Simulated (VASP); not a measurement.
# GaSb (Pm-3m) in VASP: a series of runs

GaSb is run at these levels: r2SCAN+rVV10, PBEsol; tasks: single point, relaxation of cell and atoms.

Everything below comes from runs of VASP 6.6.1. Logs are shortened: lines on timing, memory, paths and dates and some standing lists are left out, and cuts for length are marked.

**1. The cell of the first run**

Symmetry: Pm-3m, No. 221, cubic system. The conventional cell has a = 3.559 Å, b = 3.559 Å, c = 3.559 Å, α = 90.00°, β = 90.00°, γ = 90.00°. Ga (site symmetry m-3m) has 8 Sb at 3.08 Å and 6 Ga at 3.56 Å within 4.1 Å. Sb (site symmetry m-3m) has 8 Ga at 3.08 Å and 6 Sb at 3.56 Å within 4.1 Å.

**2. Single point, r2SCAN+rVV10**

The input, POSCAR:

```
GaSb
1.0
    3.5591680493      0.0000000000      0.0000000000
    0.0000000000      3.5591680493      0.0000000000
    0.0000000000      0.0000000000      3.5591680493
Ga Sb
1 1
Direct
    0.0000000000      0.0000000000      0.0000000000
    0.5000000000      0.5000000000      0.5000000000
```

The input, INCAR.step1:

```
ALGO     = Normal         # electronic algorithm
EDIFF    = 1E-4           # SCF threshold, eV
ENCUT    = 520            # plane-wave cutoff, eV
GGA      = PE             # functional
ISMEAR   = -1             # smearing method
LASPH    = T              # aspherical terms in the spheres
LCHARG   = F              # write CHGCAR
LREAL    = F              # projectors in reciprocal space
LWAVE    = T              # write WAVECAR
NBANDS   = 16             # bands
NELM     = 60             # most SCF steps
PREC     = Accurate       # precision mode
SIGMA    = 0.03           # smearing width, eV
```

The input, INCAR.step2:

```
ALGO     = Normal         # electronic algorithm
BPARAM   = 11.95        
CPARAM   = 0.0093       
EDIFF    = 1E-6           # SCF threshold, eV
ENCUT    = 520            # plane-wave cutoff, eV
ISIF     = 2              # what is computed and relaxed
ISMEAR   = -1             # smearing method
ISTART   = 1            
IVDW_NL  = 2            
LASPH    = T              # aspherical terms in the spheres
LCHARG   = T              # write CHGCAR
LELF     = T              # ELF
LMIXTAU  = T            
LREAL    = F              # projectors in reciprocal space
LUSE_VDW = T            
LVHAR    = T            
LWAVE    = F              # write WAVECAR
METAGGA  = R2SCAN         # meta-GGA
NBANDS   = 16             # bands
NELM     = 60             # most SCF steps
PREC     = Accurate       # precision mode
SIGMA    = 0.03           # smearing width, eV
```

The input, KPOINTS:

```
k-points
0
Gamma
  6 6 6
```

Potentials or basis: VASP PAW PBE potentials, release 64 (Ga_d, Sb).

The run is started by

```sh
> cat potpaw_PBE.64/Ga_d/POTCAR potpaw_PBE.64/Sb/POTCAR > POTCAR
> cp INCAR.step1 INCAR
> mpirun -np 1 vasp_std > vasp.out
> cp INCAR.step2 INCAR
> mpirun -np 1 vasp_std > vasp.out
```

OUTCAR:

```text
BPARAM = 11.95
   EDIFF = 1E-6
   ENCUT = 520
   ISIF = 2
   ISMEAR = -1
   ISTART = 1
   IVDW_NL = 2
   LASPH = T
   LREAL = F
   METAGGA = R2SCAN
   NELM = 60
   PREC = Accurate

 ion  position               nearest neighbor table
   1  0.000  0.000  0.000-   2 3.08   2 3.08   2 3.08   2 3.08   2 3.08   2 3.08   2 3.08   2 3.08

   2  0.500  0.500  0.500-   1 3.08   1 3.08   1 3.08   1 3.08   1 3.08   1 3.08   1 3.08   1 3.08

  LATTYP: Found a simple cubic cell.
 ALAT       =     3.5591680493

  Lattice vectors:

 A1 = (   3.5591680493,   0.0000000000,   0.0000000000)
 A2 = (   0.0000000000,   3.5591680493,   0.0000000000)
 A3 = (   0.0000000000,   0.0000000000,   3.5591680493)

Analysis of symmetry for initial positions (statically):
=====================================================================
 Subroutine PRICEL returns:
 Original cell was already a primitive cell.

 Routine SETGRP: Setting up the symmetry group for a
 simple cubic supercell.

 Subroutine GETGRP returns: Found 48 space group operations
 (whereof 48 operations were pure point group operations)
 out of a pool of 48 trial point group operations.

The static configuration has the point symmetry O_h .

Analysis of symmetry for dynamics (positions and initial velocities):
=====================================================================
 Subroutine PRICEL returns:
 Original cell was already a primitive cell.

 Routine SETGRP: Setting up the symmetry group for a
 simple cubic supercell.

 Subroutine GETGRP returns: Found 48 space group operations
 (whereof 48 operations were pure point group operations)
 out of a pool of 48 trial point group operations.

The dynamic configuration has the point symmetry O_h .

 Subroutine INISYM returns: Found 48 space group operations
 (whereof 48 operations are pure point group operations),
 and found     1 'primitive' translations

----------------------------------------------------------------------------------------

                                     Primitive cell

  volume of cell :      45.0864

  direct lattice vectors                    reciprocal lattice vectors
     3.559168049  0.000000000  0.000000000     0.280964536  0.000000000  0.000000000
     0.000000000  3.559168049  0.000000000     0.000000000  0.280964536  0.000000000
     0.000000000  0.000000000  3.559168049     0.000000000  0.000000000  0.280964536

  length of vectors
     3.559168049  3.559168049  3.559168049     0.280964536  0.280964536  0.280964536

[... 76 lines left out ...]
   LREAL  =      F    real-space projection
   EDIFFG = 0.1E-04   stopping-criterion for IOM
   NSW    =      0    number of steps for IOM
   IBRION =     -1    ionic relax: 0-MD 1-quasi-New 2-CG
   NFREE  =      0    steps in history (QN), initial steepest desc. (CG)
   ISIF   =      2    stress and relaxation
   ISYM   =      2    0-nonsym 1-usesym 2-fastsym
   POTIM  = 0.5000    time-step for ionic-motion
   TEBEG  =    0.0;   TEEND  =   0.0 temperature during run
   PSTRESS=    0.0 pullay stress
   NELECT =      18.0000    total number of electrons
   NUPDOWN=      -1.0000    fix difference up-down
   EMIN   =  10.00;   EMAX   =-10.00  energy-range for DOS
   EFERMI =   0.00;   METHOD = LEGACY
   ISMEAR =    -1;   SIGMA  =   0.03  broadening in eV -4-tet -1-fermi 0-gaus
   EFERMI_NEDOS =   21; number of points for ismear=-14 and -15
   IALGO  =     38    algorithm
   IMIX   =      4    mixing-type and parameters
     AMIX     =   0.40;   BMIX     =  1.00
     AMIX_MAG =   1.60;   BMIX_MAG =  1.00
  volume/ion in A,a.u.               =      22.54       152.13
  Fermi-wavevector in a.u.,A,eV,Ry     =   1.205454  2.277977 19.770876  1.453118
  Thomas-Fermi vector in A             =   2.341150
   LORBIT       =      0    0 simple, 1 ext, 2 COOP (PROOUT), +10 PAW based schemes
   METAGGA = R2SCAN    functional components
   LHFCALC =     F    Hartree Fock is set to
   AEXX    =    0.0000 exact exchange contribution
   IVDW_NL    =     2    kernel type
   BPARAM     =11.9500
   IVDW    =     0    specifies the selected vdW correction
   LEPSILON=     F    determine dielectric tensor
   LRPA    =     F    only Hartree local field effects (RPA)
 non-spin polarized calculation
  energy-cutoff  :      520.00
  volume of cell :       45.09
 maximum number of plane-waves:      1233
 NGX is ok and might be reduce to    28
   NGX = 13   NGY = 13   NGZ = 13

 number of electron      18.0000016 magnetization

 Free energy of the ion-electron system (eV)
  ---------------------------------------------------
  ext. energy  EPLUGINS =         0.00000000
  ---------------------------------------------------
  free energy    TOTEN  =       -36.08997181 eV

  energy without entropy =      -36.08491334  energy(sigma->0) =      -36.08744257

 E-fermi :   7.2869     XC(G=0): -11.4558

 val. band max:        7.2793348240   @ k =   0.5000   0.3333   0.3333
 cond. band min:       7.3104406441   @ k =   0.5000   0.1667   0.1667
 fundamental gap:      0.0311058201
 Fermi energy:         7.2868554793

 k-point     1 :       0.0000    0.0000    0.0000
  band No.  band energies     occupation
      1      -8.0089      2.00000
      2      -8.0089      2.00000
      3      -7.9550      2.00000
      4      -7.9550      2.00000
      5      -7.9550      2.00000
      6      -5.6619      2.00000
[... 357 lines left out ...]
      3      -8.0218      2.00000
      4      -7.9136      2.00000
      5      -7.9136      2.00000
      6      -0.0309      2.00000
[... 8 lines left out ...]
     15      25.4668      0.00000
     16      25.7376      0.00000

------------------------ aborting loop because EDIFF is reached ----------------------------------------

  FORCE on cell =-STRESS in cart. coord.  units (eV):
  Direction    XX          YY          ZZ          XY          YZ          ZX
  --------------------------------------------------------------------------------------
  -------------------------------------------------------------------------------------
  Total        0.0145510      0.0145510      0.0145510     -0.0000000      0.0000000     -0.0000000
  in kB        0.5170813      0.5170813      0.5170813     -0.0000000      0.0000000     -0.0000000
  external PRESSURE =       0.5170813 kB  Pullay stress =       0.0000000 kB

 VOLUME and BASIS-vectors are now :
 -----------------------------------------------------------------------------
  energy-cutoff  :      520.00
  volume of cell :       45.09
      direct lattice vectors                 reciprocal lattice vectors
     3.559168049  0.000000000  0.000000000     0.280964536  0.000000000  0.000000000
     0.000000000  3.559168049  0.000000000     0.000000000  0.280964536  0.000000000
     0.000000000  0.000000000  3.559168049     0.000000000  0.000000000  0.280964536

 POSITION                                       TOTAL-FORCE (eV/Angst)
 -----------------------------------------------------------------------------------
      0.00000      0.00000      0.00000         0.000000      0.000000      0.000000
      1.77958      1.77958      1.77958         0.000000      0.000000      0.000000
 -----------------------------------------------------------------------------------
    total drift:                               -0.000000     -0.000000     -0.000000

  FREE ENERGIE OF THE ION-ELECTRON SYSTEM (eV)
  ---------------------------------------------------
  free  energy   TOTEN  =       -36.0899718100 eV

  energy  without entropy=      -36.0849133351  energy(sigma->0) =      -36.08744257
```

OSZICAR.step1:

```text
N       E                     dE             d eps       ncg     rms          rms(c)
DAV:   1     0.783133657853E+02    0.78313E+02   -0.86300E+03   648   0.152E+03
DAV:   2    -0.123496487137E+01   -0.79548E+02   -0.77105E+02   752   0.303E+02
DAV:   3    -0.672509297007E+01   -0.54901E+01   -0.54654E+01   776   0.617E+01
DAV:   4    -0.680465096256E+01   -0.79558E-01   -0.79549E-01   808   0.804E+00
DAV:   5    -0.680647129260E+01   -0.18203E-02   -0.18203E-02   824   0.110E+00    0.215E+00
DAV:   6    -0.678911205915E+01    0.17359E-01   -0.22405E-02   856   0.228E+00    0.117E+00
DAV:   7    -0.678317795649E+01    0.59341E-02   -0.11665E-02   816   0.112E+00    0.104E-01
DAV:   8    -0.678296994887E+01    0.20801E-03   -0.73102E-04   912   0.358E-01    0.442E-02
DAV:   9    -0.678295418225E+01    0.15767E-04   -0.37059E-05   496   0.689E-02
   1 F= -.67829542E+01 E0= -.67810959E+01  d E =-.371656E-02
```

It took 70 s on 1 thread of Intel Xeon 6975P-C, shared host; peak memory 0.27 GiB.

What came out:

```
Free energy            : -36.0900 eV
Pressure               : 0.1 GPa
Band gap on the k mesh : zero (band 9 reaches 9.13 eV, above the bottom of band 10 at 4.67 eV)
```

Levels at points of the mesh, in eV from the Fermi level:
| k point | band 6 | band 7 | band 8 | band 9 | band 10 | band 11 | band 12 | band 13 |
| --- | --- | --- | --- | --- | --- | --- | --- | --- |
| (0.00, 0.00, 0.00) | -12.95 | -1.70 | -0.64 | -0.64 | -0.64 | 4.45 | 4.45 | 9.54 |
| (0.50, 0.00, 0.00) | -10.71 | -8.43 | 1.84 | 1.84 | 2.81 | 3.36 | 3.91 | 3.91 |
| (0.50, 0.50, 0.00) | -8.73 | -5.23 | -5.22 | -5.22 | 3.09 | 5.55 | 6.79 | 6.79 |
| (0.50, 0.50, 0.50) | -7.32 | -3.33 | -2.62 | -2.62 | -2.62 | -0.69 | -0.69 | -0.69 |

Caveat: the PAW data sets were made with another functional, which shifts forces and pressure a little; spin-orbit coupling is left out, which moves the levels of the heavy elements.

**3. Single point, r2SCAN+rVV10**

POSCAR is that of step 2.

The input, INCAR.step1:

```
PREC = Accurate
ENCUT = 520
ISMEAR = -1
SIGMA = 0.03
LREAL = F
LASPH = T
NELM = 80
NBANDS = 16
GGA = PE
ALGO = Normal
EDIFF = 1E-4
LWAVE = T
LCHARG = F
```

The input, INCAR.step2:

```
PREC = Accurate
ENCUT = 520
EDIFF = 1E-6
ISMEAR = -1
SIGMA = 0.03
LREAL = F
LASPH = T
NELM = 80
ALGO = Normal
ISIF = 2
LWAVE = F
LCHARG = F
METAGGA = R2SCAN
LMIXTAU = T
LUSE_VDW = T
IVDW_NL = 2
BPARAM = 11.95
CPARAM = 0.0093
NBANDS = 16
ISTART = 1
```

The input, KPOINTS:

```
regular mesh
0
Gamma
  8 8 8
```

Potentials or basis: VASP PAW PBE potentials, release 64 (Ga_d, Sb).

The run is started by

```sh
> cat potpaw_PBE.64/Ga_d/POTCAR potpaw_PBE.64/Sb/POTCAR > POTCAR
> cp INCAR.step1 INCAR
> mpirun -np 1 vasp_std > vasp.out
> cp INCAR.step2 INCAR
> mpirun -np 1 vasp_std > vasp.out
```

It took 92 s on 1 thread of Intel Xeon 6975P-C, shared host; peak memory 0.28 GiB.

Results (log left out):

```
Free energy            : -36.0601 eV
Pressure               : 0.6 GPa
Band gap on the k mesh : zero (band 9 reaches 9.15 eV, above the bottom of band 10 at 4.68 eV)
```

Levels at points of the mesh, in eV from the Fermi level:
```csv
k point,band 5,band 6,band 7,band 8,band 9,band 10,band 11,band 12,band 13,band 14
"(0.00, 0.00, 0.00)",-15.25,-12.89,-1.66,-0.59,-0.59,-0.59,4.50,4.50,9.57,9.57
"(0.50, 0.00, 0.00)",-15.25,-10.65,-8.39,1.90,1.90,2.84,3.41,3.93,3.93,6.74
"(0.50, 0.50, 0.00)",-15.21,-8.66,-5.21,-5.17,-5.17,3.17,5.56,6.83,6.83,8.86
"(0.50, 0.50, 0.50)",-15.21,-7.24,-3.33,-2.57,-2.57,-2.57,-0.65,-0.65,-0.65,18.27
```

Caveat: the PAW data sets were made with another functional, which shifts forces and pressure a little; spin-orbit coupling is left out, which moves the levels of the heavy elements.

[end of part 1 of 2]
